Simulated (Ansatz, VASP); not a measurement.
## One calculation of Cd4Te, two programs

```
Cd Te
1.0
    -3.17210    3.17210    3.17210
     3.17210   -3.17210    3.17210
     3.17210    3.17210   -3.17210
Cd Te
4 1
Direct
  0.00000 0.00000 0.50000
  0.00000 0.50000 0.00000
  0.50000 0.00000 0.00000
  0.50000 0.50000 0.50000
  0.00000 0.00000 0.00000
```

Change from the starting cell: species swapped into the MnGa4 type (Im-3m, No. 229).

Alike in both runs: task single point; functional PBE; k mesh 4 × 4 × 4; occupations gaussian, width 0.1 eV; no spin polarisation.

|  | VASP | Ansatz |
| --- | --- | --- |
| version | VASP 6.6.1 | Ansatz 0.2.0 |
| potentials or method | VASP PAW PBE potentials, release 64 (Cd, Te), cutoff 520 eV | scalar-relativistic, plane waves, PAW |
| valence electrons in the cell | 54 | 96 |

Ansatz gave:

* gap on the k mesh at the Fermi level (eV): none
* pressure (GPa): 12.1

Problem. Which values does VASP return?

Solution. gap on the k mesh at the Fermi level (eV): none; pressure (GPa): 12.4.

A gap of «none» marks a metal or a gap that the smearing closes. VASP's potentials hold 54 valence electrons a cell and Ansatz's 96, so a difference there can come from the potentials and not from the codes.

Spin-orbit coupling is off throughout.
